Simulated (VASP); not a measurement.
# C (Fmmm) in VASP: notebook

Runs on C. Level: r2SCAN. Tasks: single point.

Everything below comes from runs of VASP 6.6.1. Logs are shortened: lines on timing, memory, paths and dates and some standing lists are left out, and cuts for length are marked.

## (1) The cell of the first run

Symmetry: Fmmm, No. 69, orthorhombic system. The conventional cell has a = 2.382 Å, b = 4.126 Å, c = 6.495 Å, α = 90.00°, β = 90.00°, γ = 90.00°. C (site symmetry m2m) has 3 C at 1.38 Å within 1.8 Å.

## (2) Single point, r2SCAN (strain -0.030 along x and y, -0.030 along z)

Contents of POSCAR:

```
C
1.0
    0.0000000000      2.0631900000      3.2475600000
    1.1911600000      0.0000000000      3.2475600000
    1.1911600000      2.0631900000      0.0000000000
C
2
Direct
    0.1666700000      0.8333300000      0.1666700000
    0.8333300000      0.1666700000      0.8333300000
```

Contents of INCAR.step1:

```
  PREC = Accurate
  ENCUT = 520
  ISMEAR = 0
  SIGMA = 0.05
  LREAL = F
  LASPH = T
  NELM = 80
  NBANDS = 11
  GGA = PE
  ALGO = Normal
  EDIFF = 1E-4
  LWAVE = T
  LCHARG = F
```

Contents of INCAR.step2:

```
  PREC = Accurate
  ENCUT = 520
  EDIFF = 1E-6
  ISMEAR = 0
  SIGMA = 0.05
  LREAL = F
  LASPH = T
  NELM = 80
  ALGO = Normal
  ISIF = 2
  LWAVE = F
  LCHARG = T
  METAGGA = R2SCAN
  LMIXTAU = T
  LELF = T
  LVHAR = T
  NBANDS = 11
  ISTART = 1
```

Contents of KPOINTS:

```
regular mesh
0
Gamma
  14 14 14
```

Potentials or basis: VASP PAW PBE potentials, release 64 (C).

The run is started by

```console
cat potpaw_PBE.64/C/POTCAR > POTCAR
cp INCAR.step1 INCAR
mpirun -np 1 vasp_std > vasp.out
cp INCAR.step2 INCAR
mpirun -np 1 vasp_std > vasp.out
```

OUTCAR:

```text
PREC = Accurate
   ENCUT = 520
   EDIFF = 1E-6
   ISMEAR = 0
   LREAL = F
   LASPH = T
   NELM = 80
   ISIF = 2
   METAGGA = R2SCAN
   ISTART = 1

 ion  position               nearest neighbor table
   1  0.167  0.833  0.167-   2 1.38   2 1.38   2 1.38
   2  0.833  0.167  0.833-   1 1.38   1 1.38   1 1.38

  LATTYP: Found a face centered orthorhombic cell.
 ALAT       =     2.3823200000
 B/A-ratio  =     1.7320846906
 C/A-ratio  =     2.7263843648

  Lattice vectors:

 A1 = (   0.0000000000,   2.0631900000,   3.2475600000)
 A2 = (   1.1911600000,   0.0000000000,   3.2475600000)
 A3 = (   1.1911600000,   2.0631900000,   0.0000000000)

Analysis of symmetry for initial positions (statically):
=====================================================================
 Subroutine PRICEL returns:
 Original cell was already a primitive cell.

 Routine SETGRP: Setting up the symmetry group for a
 face centered orthorhombic supercell.

 Subroutine GETGRP returns: Found  8 space group operations
 (whereof  8 operations were pure point group operations)
 out of a pool of  8 trial point group operations.

The static configuration has the point symmetry D_2h.

Analysis of symmetry for dynamics (positions and initial velocities):
=====================================================================
 Subroutine PRICEL returns:
 Original cell was already a primitive cell.

 Routine SETGRP: Setting up the symmetry group for a
 face centered orthorhombic supercell.

 Subroutine GETGRP returns: Found  8 space group operations
 (whereof  8 operations were pure point group operations)
 out of a pool of  8 trial point group operations.

The dynamic configuration has the point symmetry D_2h.

 Subroutine INISYM returns: Found  8 space group operations
 (whereof  8 operations are pure point group operations),
 and found     1 'primitive' translations

----------------------------------------------------------------------------------------

                                     Primitive cell

  volume of cell :      15.9623

  direct lattice vectors                    reciprocal lattice vectors
     0.000000000  2.063190000  3.247560000    -0.419758890  0.242343168  0.153961744
     1.191160000  0.000000000  3.247560000     0.419758890 -0.242343168  0.153961744
     1.191160000  2.063190000  0.000000000     0.419758890  0.242343168 -0.153961744

  length of vectors
     3.847518542  3.459119555  2.382354953     0.508558704  0.508558704  0.508558704

  position of ions in fractional coordinates (direct lattice)
     0.166670000  0.833330000  0.166670000
     0.833330000  0.166670000  0.833330000

  ion indices of the primitive-cell ions
   primitive index   ion index
                 1           1
                 2           2

----------------------------------------------------------------------------------------

 KPOINTS: regular mesh

Automatic generation of k-mesh.
 Grid dimensions read from file:
 generate k-points for:   14   14   14

 Generating k-lattice:

  Cartesian coordinates                     Fractional coordinates (reciprocal lattice)
    -0.029982778  0.017310226  0.010997267     0.071428571  0.000000000  0.000000000
     0.029982778 -0.017310226  0.010997267     0.000000000  0.071428571  0.000000000
     0.029982778  0.017310226 -0.010997267     0.000000000  0.000000000  0.071428571

  Length of vectors
     0.036325622  0.036325622  0.036325622

  Shift w.r.t. Gamma in fractional coordinates (k-lattice)
     0.000000000  0.000000000  0.000000000

 Subroutine IBZKPT returns following result:
 ===========================================

 Found    428 irreducible k-points:

 Following reciprocal coordinates:
            Coordinates               Weight
  0.000000  0.000000  0.000000      1.000000
  0.071429  0.000000  0.000000      8.000000
  0.142857  0.000000  0.000000      8.000000
  0.214286  0.000000  0.000000      8.000000
  0.285714  0.000000  0.000000      8.000000
  0.357143  0.000000  0.000000      8.000000
[... 16 lines left out ...]
  0.214286  0.142857  0.000000      8.000000
  0.285714  0.142857  0.000000      8.000000
 [... further k-points ...]
   k-points           NKPTS =    428   k-points in BZ     NKDIM =    428   number of bands    NBANDS=     11
   number of dos      NEDOS =    301   number of ions     NIONS =      2
   total plane-waves  NPLWV =  15120
   dimension x,y,z NGX =    30 NGY =   28 NGZ =   18
   dimension x,y,z NGXF=    60 NGYF=   56 NGZF=   36
   ions per type =               2
   NGX,Y,Z   is equivalent  to a cutoff of  12.96, 13.46, 12.56 a.u.
   NGXF,Y,Z  is equivalent  to a cutoff of  25.93, 26.91, 25.12 a.u.
 SYSTEM =  unknown system
   PREC   = accura    normal or accurate (medium, high low for compatibility)
   ISTART =      1    job   : 0-new  1-cont  2-samecut
   ICHARG =      0    charge: 1-file 2-atom 10-const
   ISPIN  =      1    spin polarized calculation?
   LNONCOLLINEAR =      F non collinear calculations
   LSORBIT =      F    spin-orbit coupling
   LASPH  =      T    aspherical Exc in radial PAW
   ENCUT  =  520.0 eV  38.22 Ry    6.18 a.u.   7.15  6.43  4.43*2*pi/ulx,y,z
   NELM   =     80;   NELMIN=  2; NELMDL=  0     # of ELM steps
   EDIFF  = 0.1E-05   stopping-criterion for ELM
   LREAL  =      F    real-space projection
   EDIFFG = 0.1E-04   stopping-criterion for IOM
   NSW    =      0    number of steps for IOM
   IBRION =     -1    ionic relax: 0-MD 1-quasi-New 2-CG
   NFREE  =      0    steps in history (QN), initial steepest desc. (CG)
   ISIF   =      2    stress and relaxation
   ISYM   =      2    0-nonsym 1-usesym 2-fastsym
   POTIM  = 0.5000    time-step for ionic-motion
   TEBEG  =    0.0;   TEEND  =   0.0 temperature during run
   PSTRESS=    0.0 pullay stress
   NELECT =       8.0000    total number of electrons
   NUPDOWN=      -1.0000    fix difference up-down
   EMIN   =  10.00;   EMAX   =-10.00  energy-range for DOS
   EFERMI =   0.00;   METHOD = LEGACY
   ISMEAR =     0;   SIGMA  =   0.05  broadening in eV -4-tet -1-fermi 0-gaus
   EFERMI_NEDOS =   21; number of points for ismear=-14 and -15
   IALGO  =     38    algorithm
   IMIX   =      4    mixing-type and parameters
     AMIX     =   0.40;   BMIX     =  1.00
     AMIX_MAG =   1.60;   BMIX_MAG =  1.00
  volume/ion in A,a.u.               =       7.98        53.86
  Fermi-wavevector in a.u.,A,eV,Ry     =   1.300387  2.457375 23.007542  1.691007
  Thomas-Fermi vector in A             =   2.431589
   LORBIT       =      0    0 simple, 1 ext, 2 COOP (PROOUT), +10 PAW based schemes
   METAGGA = R2SCAN    functional components
   LHFCALC =     F    Hartree Fock is set to
   AEXX    =    0.0000 exact exchange contribution
   IVDW    =     0    specifies the selected vdW correction
   LEPSILON=     F    determine dielectric tensor
   LRPA    =     F    only Hartree local field effects (RPA)
 non-spin polarized calculation
 Gauss-broadening in eV      SIGMA  =   0.05
  energy-cutoff  :      520.00
  volume of cell :       15.96
 maximum number of plane-waves:       446
 NGX is ok and might be reduce to    30
   NGX = 15   NGY = 13   NGZ =  9

 number of electron       7.9999999 magnetization

 Free energy of the ion-electron system (eV)
  ---------------------------------------------------
  ext. energy  EPLUGINS =         0.00000000
  ---------------------------------------------------
  free energy    TOTEN  =       -19.71786665 eV

  energy without entropy =      -19.71786664  energy(sigma->0) =      -19.71786665

 E-fermi :   5.9195     XC(G=0): -11.5867

 val. band max:        5.7502619747   @ k =   0.5000  -0.1429   0.3571
 cond. band min:       6.1003372492   @ k =  -0.1429   0.2143   0.2857
 fundamental gap:      0.3500752745
 Fermi energy:         5.9195363392

 k-point     1 :       0.0000    0.0000    0.0000
  band No.  band energies     occupation
      1     -16.2194      2.00000
      2      -1.9642      2.00000
      3       2.4146      2.00000
      4       2.4464      2.00000
      5       9.9419      0.00000
      6      14.9149      0.00000
      7      15.0026      0.00000
      8      19.2325      0.00000
      9      21.1869      0.00000
     10      30.8984      0.00000
     11      34.0869      0.00000

 k-point     2 :       0.0714    0.0000    0.0000
  band No.  band energies     occupation
      1     -16.0787      2.00000
      2      -1.8416      2.00000
      3       1.8989      2.00000
      4       2.1232      2.00000
      5      10.1737      0.00000
      6      15.0693      0.00000
      7      15.5460      0.00000
      8      18.6549      0.00000
      9      21.4132      0.00000
     10      31.3499      0.00000
     11      32.3954      0.00000

 k-point     3 :       0.1429    0.0000    0.0000
  band No.  band energies     occupation
      1     -15.6583      2.00000
      2      -1.4722      2.00000
      3       0.4857      2.00000
      4       1.3837      2.00000
      5      10.8639      0.00000
      6      15.1712      0.00000
      7      17.0893      0.00000
      8      17.2006      0.00000
      9      22.1394      0.00000
     10      29.6685      0.00000
     11      32.5265      0.00000

 k-point     4 :       0.2143    0.0000    0.0000
  band No.  band energies     occupation
      1     -14.9628      2.00000
      2      -1.4221      2.00000
      3      -0.8527      2.00000
      4       0.4973      2.00000
      5      11.9806      0.00000
      6      14.9516      0.00000
      7      15.1016      0.00000
      8      19.5433      0.00000
      9      23.2957      0.00000
     10      27.4195      0.00000
     11      31.9276      0.00000

 k-point     5 :       0.2857    0.0000    0.0000
  band No.  band energies     occupation
      1     -14.0005      2.00000
      2      -3.5258      2.00000
      3      -0.3256      2.00000
      4       0.0130      2.00000
      5      12.4573      0.00000
      6      13.5775      0.00000
      7      14.9319      0.00000
      8      22.3114      0.00000
      9      24.2773      0.00000
     10      26.0439      0.00000
     11      30.7007      0.00000
[... 211 lines left out ...]
 k-point    21 :      -0.0714    0.0714   -0.0000
  band No.  band energies     occupation
      1     -15.6746      2.00000
      2      -1.3340      2.00000
      3       0.4892      2.00000
      4       1.3837      2.00000
      5      10.5803      0.00000
      6      15.1733      0.00000
      7      17.0762      0.00000
      8      17.1884      0.00000
      9      22.1595      0.00000
     10      29.6147      0.00000
     11      32.5936      0.00000

 k-point    22 :       0.1429    0.1429    0.0000
  band No.  band energies     occupation
      1     -16.1548      2.00000
      2      -2.4786      2.00000
      3       2.4174      2.00000
      4       2.4379      2.00000
      5      11.0501      0.00000
      6      14.9224      0.00000
      7      14.9780      0.00000
      8      19.2681      0.00000
      9      21.1484      0.00000
     10      30.7773      0.00000
     11      33.0495      0.00000

 k-point    23 :       0.2143    0.1429    0.0000
  band No.  band energies     occupation
      1     -15.9858      2.00000
      2      -2.5560      2.00000
      3       1.8880      2.00000
      4       2.1226      2.00000
      5      11.7682      0.00000
      6      15.0531      0.00000
      7      15.5420      0.00000
      8      18.7305      0.00000
      9      21.3469      0.00000
     10      31.1162      0.00000
     11      31.8857      0.00000

 k-point    24 :       0.2857    0.1429    0.0000
  band No.  band energies     occupation
      1     -15.5429      2.00000
      2      -2.3233      2.00000
      3       0.4616      2.00000
      4       1.3835      2.00000
      5      12.8473      0.00000
      6      15.1689      0.00000
      7      17.1370      0.00000
      8      17.3240      0.00000
      9      22.0025      0.00000
     10      29.8293      0.00000
     11      32.0918      0.00000

 [... further k-points ...]

------------------------ aborting loop because EDIFF is reached ----------------------------------------

  FORCE on cell =-STRESS in cart. coord.  units (eV):
  Direction    XX          YY          ZZ          XY          YZ          ZX
  --------------------------------------------------------------------------------------
  -------------------------------------------------------------------------------------
  Total        4.6554770      4.6516092      0.3409654      0.0000000      0.0000000      0.0000000
  in kB      467.2811526    466.8929307     34.2234964      0.0000000      0.0000000      0.0000000
  external PRESSURE =     322.7991933 kB  Pullay stress =       0.0000000 kB

 VOLUME and BASIS-vectors are now :
 -----------------------------------------------------------------------------
  energy-cutoff  :      520.00
  volume of cell :       15.96
      direct lattice vectors                 reciprocal lattice vectors
     0.000000000  2.063190000  3.247560000    -0.419758890  0.242343168  0.153961744
     1.191160000  0.000000000  3.247560000     0.419758890 -0.242343168  0.153961744
     1.191160000  2.063190000  0.000000000     0.419758890  0.242343168 -0.153961744

 POSITION                                       TOTAL-FORCE (eV/Angst)
 -----------------------------------------------------------------------------------
      1.19116      0.68774      3.24756         0.000000      0.032925      0.000000
      1.19116      3.43864      3.24756         0.000000     -0.032925      0.000000
 -----------------------------------------------------------------------------------
    total drift:                               -0.000000     -0.000000     -0.000000

  FREE ENERGIE OF THE ION-ELECTRON SYSTEM (eV)
  ---------------------------------------------------
  free  energy   TOTEN  =       -19.7178666452 eV

  energy  without entropy=      -19.7178666448  energy(sigma->0) =      -19.71786665
```

Run time: 7.1 min. Hardware: 1 thread of Intel Xeon 8259CL, shared host; peak memory 0.19 GiB.

Results:

```yaml
Free_energy: -19.7179 eV
Pressure: 32.3 GPa
Largest_force: 0.033 eV/Å
```

Forces on the atoms (eV/Å):
```
C    0.000  0.033  0.000
C    0.000 -0.033  0.000
```

Caveat: the cell differs from its parent crystal (strain -0.030 along x and y, -0.030 along z); the cell stands under pressure; the PAW data sets were made with another functional, which shifts forces and pressure a little.

## (3) Single point, r2SCAN (strain -0.030 along x and y, -0.015 along z)

Contents of POSCAR:

```
C
1.0
    0.0000000000      2.0631900000      3.2977800000
    1.1911600000      0.0000000000      3.2977800000
    1.1911600000      2.0631900000      0.0000000000
C
2
Direct
    0.1666700000      0.8333300000      0.1666700000
    0.8333300000      0.1666700000      0.8333300000
```

Contents of INCAR.step1:

```
SYSTEM = C
PREC = Accurate
ENCUT = 520
ISMEAR = 0
SIGMA = 0.05
LREAL = .FALSE.
LASPH = .TRUE.
NELM = 60
NBANDS = 11
GGA = PE
ALGO = Normal
EDIFF = 1E-4
LWAVE = .TRUE.
LCHARG = .FALSE.
```

Contents of INCAR.step2:

```
SYSTEM = C
PREC = Accurate
ENCUT = 520
EDIFF = 1E-6
ISMEAR = 0
SIGMA = 0.05
LREAL = .FALSE.
LASPH = .TRUE.
NELM = 60
ALGO = Normal
ISIF = 2
LWAVE = .FALSE.
LCHARG = .TRUE.
METAGGA = R2SCAN
LMIXTAU = .TRUE.
LELF = .TRUE.
LVHAR = .TRUE.
NBANDS = 11
ISTART = 1
```

Contents of KPOINTS:

```
Automatic mesh
0
G
  14 14 14
  0 0 0
```

Potentials or basis: VASP PAW PBE potentials, release 64 (C).

The run is started by

```console
cat potpaw_PBE.64/C/POTCAR > POTCAR
cp INCAR.step1 INCAR
mpirun -np 1 vasp_std > vasp.out
cp INCAR.step2 INCAR
mpirun -np 1 vasp_std > vasp.out
```

Run time: 9 min. Hardware: 1 thread of Intel Xeon 8259CL, shared host; peak memory 0.19 GiB.

The run converged. Its results:

```yaml
Free_energy: -19.7226 eV
Pressure: 31.6 GPa
Largest_force: 0.029 eV/Å
```

Forces on the atoms (eV/Å):
```
C    0.000  0.029  0.000
C    0.000 -0.029  0.000
```

Stress tensor (GPa, compression positive):
```
46.12  0.00  0.00
 0.00 46.10  0.00
 0.00  0.00  2.48
```

Caveat: the cell differs from its parent crystal (strain -0.030 along x and y, -0.015 along z); the cell stands under pressure; the PAW data sets were made with another functional, which shifts forces and pressure a little.
